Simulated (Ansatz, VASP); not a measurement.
Cs: VASP beside Ansatz

Contents of INCAR:

```
PREC     = Accurate       # precision mode
ENCUT    = 520            # plane-wave cutoff, eV
EDIFF    = 1E-6           # SCF threshold, eV
ISMEAR   = -1             # smearing method
SIGMA    = 0.05           # smearing width, eV
LREAL    = F              # projectors in reciprocal space
LASPH    = T              # aspherical terms in the spheres
NELM     = 80             # most SCF steps
ALGO     = Normal         # electronic algorithm
ISIF     = 2              # what is computed and relaxed
LWAVE    = F              # write WAVECAR
LCHARG   = F              # write CHGCAR
GGA      = PE             # functional
NBANDS   = 10             # bands
```

KPOINTS

```
regular mesh
0
Gamma
  10 10 10
```

File POSCAR:

```
Cs
1.0
    0.0000000000      2.8565786267      2.8565786267
    2.8565786267      0.0000000000      2.8565786267
    2.8565786267      2.8565786267      0.0000000000
Cs
1
Direct
    0.0000000000      0.0000000000      0.0000000000
```

Input for Ansatz:

```yaml
crystal:
  lattice:
    - [0.0, 2.8565786267, 2.8565786267]
    - [2.8565786267, 0.0, 2.8565786267]
    - [2.8565786267, 2.8565786267, 0.0]
  atoms:
    - { symbol: Cs, position: [0.0, 0.0, 0.0] }
kpoints:
  mp_grid: { grid: [10, 10, 10] }
  band_path:
    path:
      - [0.0, 0.0, 0.0]
      - [0.5, 0.0, 0.5]
      - [0.625, 0.25, 0.625]
      - [0.375, 0.375, 0.75]
      - [0.0, 0.0, 0.0]
      - [0.5, 0.5, 0.5]
      - [0.5, 0.25, 0.75]
      - [0.5, 0.0, 0.5]
    npoints: 8
scf:
  occupations: { method: fermi_dirac, width: 0.05 }
hamiltonian:
  xc: pbe
  pseudopotentials: { kind: paw }
output:
  forces: true
  stress: true
  eigenvalues: true
  populations: true
  dos: { projected: true, de: 0.2, e_range: [-14, 8] }
```

Change from the starting cell: volume scaled by 0.4, PAW files.

Alike in both runs: task single point; functional PBE; k mesh 10 × 10 × 10; occupations fermi-dirac, width 0.05 eV; no spin polarisation.

```csv
,VASP,Ansatz
version,VASP 6.6.1,Ansatz 0.2.0
potentials or method,"VASP PAW PBE potentials, release 64 (Cs_sv)","PAW with Ansatz's default frozen-core files, scalar-relativistic"
plane-wave cutoff (eV),520,420
valence electrons in the cell,9,9
```

```csv
,VASP,Ansatz,Ansatz less VASP
pressure (GPa),6.0,5.9,-0.05
```

Neither program's run includes spin-orbit coupling.
